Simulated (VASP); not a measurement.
# Si8O17 (a cell with a defect) in VASP: single point with PBEsol

Aim: the single point of Si8O17 (a cell with a defect) with PBEsol.

Program: VASP 6.6.1. These are calculated values, not measurements. Logs are shortened: lines on timing, memory, paths and dates and some standing lists are left out, and cuts for length are marked.

### 1 The cell of the first run

The cell holds a defect, 25 atoms: a = 7.142 Å, b = 7.142 Å, c = 8.821 Å, α = 90.00°, β = 90.00°, γ = 90.00°.

### 2 Single point, PBEsol, collinear spin

INCAR

```
SYSTEM = Si8O17
PREC = Accurate
ENCUT = 520
EDIFF = 1E-6
ISMEAR = -1
SIGMA = 0.02
LREAL = Auto
LASPH = .TRUE.
NELM = 150
ALGO = Normal
ISIF = 2
LWAVE = .FALSE.
LCHARG = .FALSE.
ISPIN = 2
MAGMOM = 0 0 0 0 0 0 0 0 0 0 0 0 0 0 0 0 0 0 0 0 0 0 0 0 1
LORBIT = 11
GGA = PS
NBANDS = 89
```

KPOINTS

```
Automatic mesh
0
G
  1 1 1
  0 0 0
```

POSCAR

```
Si8O17
1.0
    7.1417960000      0.0000000000      0.0000000000
    0.0000000000      7.1417960000      0.0000000000
    0.0000000000      0.0000000000      8.8208710000
Si O
8 17
Direct
    0.7871026685      0.5023647680      0.1816407901
    0.5054391271      0.7861659794      0.6823828974
    0.5061171453      0.2226181739      0.6814528515
    0.7877701475      0.5044649979      0.8189492951
    0.2224138322      0.5049972319      0.8191130652
    0.2217668863      0.5029479333      0.1821948191
    0.5048079172      0.7839910032      0.3196478144
    0.5055376099      0.2203238538      0.3182921930
    0.6926136978      0.3156197267      0.2508561394
    0.6921329374      0.6921633632      0.7519782464
    0.3180994841      0.3186244686      0.7486895059
    0.3178832758      0.6889115910      0.2511030982
    0.3187615074      0.6918392697      0.7520713444
    0.3171906726      0.3155894318      0.2510118147
    0.6910885824      0.6889850850      0.2502209373
    0.6933114408      0.3187792716      0.7477953974
    0.7642221849      0.5028856259      0.0002645675
    0.5050849342      0.7589763330      0.5011197408
    0.5038729210      0.2465540547      0.4998080103
    0.2467415343      0.5022823978      0.0006711023
    0.0045897543      0.5031306141      0.2287747235
    0.5052161702      0.0046348505      0.7264436281
    0.0053442222      0.5054968747      0.7721678937
    0.5045279013      0.0020814781      0.2744264554
    0.3732746453      0.1489290222     -0.0016147311
```

Potentials or basis: VASP PAW PBE potentials, release 64 (Si, O).

Command:

```bash
$ cat potpaw_PBE.64/Si/POTCAR potpaw_PBE.64/O/POTCAR > POTCAR
$ mpirun -np 1 vasp_gam > vasp.out
```

OUTCAR:

```text
SYSTEM = Si8O17
   PREC = Accurate
   ENCUT = 520
   EDIFF = 1E-6
   ISMEAR = -1
   LREAL = Auto
   LASPH = .TRUE.
   NELM = 150
   ISIF = 2
   ISPIN = 2
   LORBIT = 11
   GGA = PS

 ion  position               nearest neighbor table
   1  0.787  0.502  0.182-  21 1.61  17 1.61   9 1.61  15 1.62   8 3.09   7 3.10   6 3.10
   2  0.505  0.786  0.682-  22 1.61  18 1.61  10 1.61  13 1.62   4 3.09   5 3.09   3 3.12
   3  0.506  0.223  0.681-  22 1.61  19 1.61  16 1.61  11 1.62   4 3.09   5 3.11   2 3.12
   4  0.788  0.504  0.819-  23 1.61  17 1.61  16 1.61  10 1.62   2 3.09   3 3.09   5 3.10
   5  0.222  0.505  0.819-  23 1.60  20 1.61  13 1.61  11 1.62   2 3.09   4 3.10   3 3.11
   6  0.222  0.503  0.182-  21 1.60  20 1.61  12 1.61  14 1.62   7 3.10   8 3.10   1 3.10
   7  0.505  0.784  0.320-  24 1.61  18 1.61  15 1.61  12 1.62   6 3.10   1 3.10   8 3.12
   8  0.506  0.220  0.318-  24 1.61  19 1.61   9 1.61  14 1.62   1 3.09   6 3.10   7 3.12
   9  0.693  0.316  0.251-   8 1.61   1 1.61
  10  0.692  0.692  0.752-   2 1.61   4 1.62
  11  0.318  0.319  0.749-   5 1.62   3 1.62
  12  0.318  0.689  0.251-   6 1.61   7 1.62
  13  0.319  0.692  0.752-   5 1.61   2 1.62
  14  0.317  0.316  0.251-   6 1.62   8 1.62
[... 8 lines left out ...]
  23  0.005  0.505  0.772-   5 1.60   4 1.61
  24  0.505  0.002  0.274-   8 1.61   7 1.61
  25  0.373  0.149  0.998-

  LATTYP: Found a simple tetragonal cell.
 ALAT       =     7.1417960000
 C/A-ratio  =     1.2351054273

  Lattice vectors:

 A1 = (   7.1417960000,   0.0000000000,   0.0000000000)
 A2 = (   0.0000000000,   7.1417960000,   0.0000000000)
 A3 = (   0.0000000000,   0.0000000000,   8.8208710000)

Analysis of symmetry for initial positions (statically):
=====================================================================
 Subroutine PRICEL returns:
 Original cell was already a primitive cell.

 Routine SETGRP: Setting up the symmetry group for a
 simple tetragonal supercell.

 Subroutine GETGRP returns: Found  1 space group operations
 (whereof  1 operations were pure point group operations)
 out of a pool of 16 trial point group operations.

The static configuration has the point symmetry C_1 .

Analysis of symmetry for dynamics (positions and initial velocities):
=====================================================================
 Subroutine PRICEL returns:
 Original cell was already a primitive cell.

 Routine SETGRP: Setting up the symmetry group for a
 simple tetragonal supercell.

 Subroutine GETGRP returns: Found  1 space group operations
 (whereof  1 operations were pure point group operations)
 out of a pool of 16 trial point group operations.

The dynamic configuration has the point symmetry C_1 .

Analysis of structural, dynamic, and magnetic symmetry:
=====================================================================
 Subroutine PRICEL returns:
 Original cell was already a primitive cell.

 Routine SETGRP: Setting up the symmetry group for a
 simple tetragonal supercell.

 Subroutine GETGRP returns: Found  1 space group operations
 (whereof  1 operations were pure point group operations)
 out of a pool of 16 trial point group operations.

The overall configuration has the point symmetry C_1 .

 Subroutine INISYM returns: Found  1 space group operations
 (whereof  1 operations are pure point group operations),
 and found     1 'primitive' translations

----------------------------------------------------------------------------------------

                                     Primitive cell

  volume of cell :     449.9107

  direct lattice vectors                    reciprocal lattice vectors
     7.141796000  0.000000000  0.000000000     0.140020801  0.000000000  0.000000000
     0.000000000  7.141796000  0.000000000     0.000000000  0.140020801  0.000000000
     0.000000000  0.000000000  8.820871000     0.000000000  0.000000000  0.113367489

  length of vectors
     7.141796000  7.141796000  8.820871000     0.140020801  0.140020801  0.113367489

  position of ions in fractional coordinates (direct lattice)
     0.787102668  0.502364768  0.181640790
     0.505439127  0.786165979  0.682382897
[... 82 lines left out ...]
   number of dos      NEDOS =    301   number of ions     NIONS =     25
   total plane-waves  NPLWV = 204120
   dimension x,y,z NGX =    54 NGY =   54 NGZ =   70
   dimension x,y,z NGXF=   108 NGYF=  108 NGZF=  140
   ions per type =               8  17
   NGX,Y,Z   is equivalent  to a cutoff of  12.57, 12.57, 13.19 a.u.
   NGXF,Y,Z  is equivalent  to a cutoff of  25.14, 25.14, 26.39 a.u.
 SYSTEM =  Si8O17
   PREC   = accura    normal or accurate (medium, high low for compatibility)
   ISTART =      0    job   : 0-new  1-cont  2-samecut
   ICHARG =      2    charge: 1-file 2-atom 10-const
   ISPIN  =      2    spin polarized calculation?
   LNONCOLLINEAR =      F non collinear calculations
   LSORBIT =      F    spin-orbit coupling
   LASPH  =      T    aspherical Exc in radial PAW
   ENCUT  =  520.0 eV  38.22 Ry    6.18 a.u.  13.28 13.28 16.40*2*pi/ulx,y,z
   NELM   =    150;   NELMIN=  2; NELMDL= -5     # of ELM steps
   EDIFF  = 0.1E-05   stopping-criterion for ELM
   LREAL  =      T    real-space projection
   EDIFFG = 0.1E-04   stopping-criterion for IOM
   NSW    =      0    number of steps for IOM
   IBRION =     -1    ionic relax: 0-MD 1-quasi-New 2-CG
   NFREE  =      0    steps in history (QN), initial steepest desc. (CG)
   ISIF   =      2    stress and relaxation
   ISYM   =      2    0-nonsym 1-usesym 2-fastsym
   POTIM  = 0.5000    time-step for ionic-motion
   TEBEG  =    0.0;   TEEND  =   0.0 temperature during run
   PSTRESS=    0.0 pullay stress
   NELECT =     134.0000    total number of electrons
   NUPDOWN=      -1.0000    fix difference up-down
   EMIN   =  10.00;   EMAX   =-10.00  energy-range for DOS
   EFERMI =   0.00;   METHOD = LEGACY
   ISMEAR =    -1;   SIGMA  =   0.02  broadening in eV -4-tet -1-fermi 0-gaus
   EFERMI_NEDOS =   21; number of points for ismear=-14 and -15
   IALGO  =     38    algorithm
   IMIX   =      4    mixing-type and parameters
     AMIX     =   0.40;   BMIX     =  1.00
     AMIX_MAG =   1.60;   BMIX_MAG =  1.00
  volume/ion in A,a.u.               =      18.00       121.45
  Fermi-wavevector in a.u.,A,eV,Ry     =   1.093287  2.066013 16.262733  1.195277
  Thomas-Fermi vector in A             =   2.229570
   LORBIT       =     11    0 simple, 1 ext, 2 COOP (PROOUT), +10 PAW based schemes
   GGA     = PS    functional components
   LHFCALC =     F    Hartree Fock is set to
   AEXX    =    0.0000 exact exchange contribution
   IVDW    =     0    specifies the selected vdW correction
   LEPSILON=     F    determine dielectric tensor
   LRPA    =     F    only Hartree local field effects (RPA)
 spin polarized calculation
  energy-cutoff  :      520.00
  volume of cell :      449.91
 maximum number of plane-waves:      6045
 NGX is ok and might be reduce to    54
   NGX = 27   NGY = 27   NGZ = 33

 number of electron     134.0000037 magnetization       1.9999801

 Free energy of the ion-electron system (eV)
  ---------------------------------------------------
  ext. energy  EPLUGINS =         0.00000000
  ---------------------------------------------------
  free energy    TOTEN  =      -199.09101680 eV

  energy without entropy =     -199.09101680  energy(sigma->0) =     -199.09101680

 E-fermi :  -0.0771     XC(G=0):  -7.1878

 val. band max:       -0.5803096474   @ k =   0.0000   0.0000   0.0000
 cond. band min:       0.4537329106   @ k =   0.0000   0.0000   0.0000
 fundamental gap:      1.0340425580
 Fermi energy:        -0.0770590720

 spin component 1

 k-point     1 :       0.0000    0.0000    0.0000
  band No.  band energies     occupation
      1     -21.0586      1.00000
      2     -20.6322      1.00000
      3     -20.2099      1.00000
      4     -20.1130      1.00000
      5     -20.0735      1.00000
      6     -19.6706      1.00000
[... 71 lines left out ...]
     78       7.5448      0.00000
     79       7.7032      0.00000
 Fermi energy:        -0.0770590720

 spin component 2

 k-point     1 :       0.0000    0.0000    0.0000
  band No.  band energies     occupation
      1     -21.0390      1.00000
      2     -20.6154      1.00000
      3     -20.1953      1.00000
      4     -20.0826      1.00000
      5     -20.0682      1.00000
      6     -19.6555      1.00000
[... 71 lines left out ...]
     78       7.5550      0.00000
     79       7.7446      0.00000
 [bands above 79 left out]

------------------------ aborting loop because EDIFF is reached ----------------------------------------

  FORCE on cell =-STRESS in cart. coord.  units (eV):
  Direction    XX          YY          ZZ          XY          YZ          ZX
  --------------------------------------------------------------------------------------
  -------------------------------------------------------------------------------------
  Total        4.0692338      3.8452511      2.6875215      0.0482021     -0.0972693      0.0257207
  in kB       14.4909506     13.6933256      9.5705341      0.1716525     -0.3463858      0.0915941
  external PRESSURE =      12.5849368 kB  Pullay stress =       0.0000000 kB

 VOLUME and BASIS-vectors are now :
 -----------------------------------------------------------------------------
  energy-cutoff  :      520.00
  volume of cell :      449.91
      direct lattice vectors                 reciprocal lattice vectors
     7.141796000  0.000000000  0.000000000     0.140020801  0.000000000  0.000000000
     0.000000000  7.141796000  0.000000000     0.000000000  0.140020801  0.000000000
     0.000000000  0.000000000  8.820871000     0.000000000  0.000000000  0.113367489

 POSITION                                       TOTAL-FORCE (eV/Angst)
 -----------------------------------------------------------------------------------
      5.62133      3.58779      1.60223         0.044290      0.007165      0.023686
      3.60974      5.61464      6.01921        -0.004803      0.040285      0.018690
      3.61459      1.58989      6.01101        -0.004561     -0.019117     -0.006474
      5.62609      3.60279      7.22385         0.036985      0.002294     -0.022769
      1.58843      3.60659      7.22529        -0.028462     -0.017023     -0.013935
      1.58381      3.59195      1.60712        -0.025823     -0.011244      0.012490
[... 17 lines left out ...]
      3.60324      0.01487      2.42068         0.004467     -0.025212     -0.001117
      2.66585      1.06362      8.80663         0.005563     -0.015565      0.004282
 -----------------------------------------------------------------------------------
    total drift:                               -0.010907      0.001252     -0.004308

  FREE ENERGIE OF THE ION-ELECTRON SYSTEM (eV)
  ---------------------------------------------------
  free  energy   TOTEN  =      -199.0910167984 eV

  energy  without entropy=     -199.0910167984  energy(sigma->0) =     -199.09101680

 total charge

# of ion       s       p       d       tot
------------------------------------------
    1        0.642   1.012   0.000   1.654
    2        0.642   1.011   0.000   1.654
    3        0.641   1.009   0.000   1.651
    4        0.642   1.012   0.000   1.654
    5        0.642   1.011   0.000   1.653
    6        0.642   1.011   0.000   1.654
[... 17 lines left out ...]
   24        1.540   3.698   0.000   5.239
   25        1.620   2.959   0.000   4.579
--------------------------------------------------
tot         31.439  70.135   0.000 101.574

 magnetization (x)

# of ion       s       p       d       tot
------------------------------------------
    1       -0.000  -0.000   0.000  -0.000
    2       -0.000   0.000   0.000   0.000
    3       -0.000  -0.001   0.000  -0.001
    4       -0.000  -0.000   0.000  -0.000
    5       -0.000   0.000   0.000  -0.000
    6       -0.000   0.000   0.000  -0.000
[... 17 lines left out ...]
   24        0.001   0.017   0.000   0.018
   25        0.015   1.446   0.000   1.461
--------------------------------------------------
tot          0.021   1.598   0.000   1.619
```

Wall time 2.1 min (1 thread of Intel Xeon 6975P-C (Granite Rapids), shared host); peak memory 0.58 GiB.

Results:

```yaml
Free_energy: -199.0910 eV
Pressure: 1.3 GPa
Largest_force: 0.051 eV/Å
Band_gap_on_the_k_mesh: 1.03 eV
Net_moment: 2.00 μB per cell
Site_moments: Si -0.00, +0.00; O -0.00, +0.00, +0.05, +0.04, +0.01, +0.02, +1.46 μB
Valence_electrons_inside_the_program's_atomic_spheres: Si 1.65; O 5.23, 5.22, 5.25, 5.24, 4.58
```

Forces on the atoms (eV/Å):
```
Si   0.044  0.007  0.024
Si  -0.005  0.040  0.019
Si  -0.005 -0.019 -0.006
Si   0.037  0.002 -0.023
Si  -0.028 -0.017 -0.014
Si  -0.026 -0.011  0.012
Si  -0.006  0.036 -0.014
Si  -0.004 -0.003  0.019
O   -0.016 -0.006  0.004
O    0.010 -0.008  0.001
O    0.004  0.005 -0.013
O    0.000  0.005  0.007
O    0.003  0.010 -0.007
O    0.008  0.003  0.008
O    0.007 -0.007 -0.002
O   -0.009 -0.001 -0.003
O   -0.009  0.000  0.001
O    0.006  0.002 -0.003
O    0.000 -0.010 -0.010
O   -0.002  0.029  0.000
O   -0.012  0.003 -0.011
O    0.002 -0.017 -0.003
O   -0.008 -0.003  0.011
O    0.004 -0.025 -0.001
O    0.006 -0.016  0.004
```

Levels at points of the mesh, in eV from the valence-band top:
Spin up:
```tsv
k point	band 65	band 66	band 67	band 68	band 69	band 70	band 71	band 72
(0.00, 0.00, 0.00)	-1.68	-1.40	-1.26	-1.19	4.70	6.72	7.18	7.61
```
Spin down:
| k point | band 64 | band 65 | band 66 | band 67 | band 68 | band 69 |
| --- | --- | --- | --- | --- | --- | --- |
| (0.00, 0.00, 0.00) | -1.40 | -1.16 | 0.00 | 1.03 | 1.07 | 4.72 |

Caveat: the k points lie up to 0.88 Å⁻¹ apart; the PAW data sets were made with another functional, which shifts forces and pressure a little.
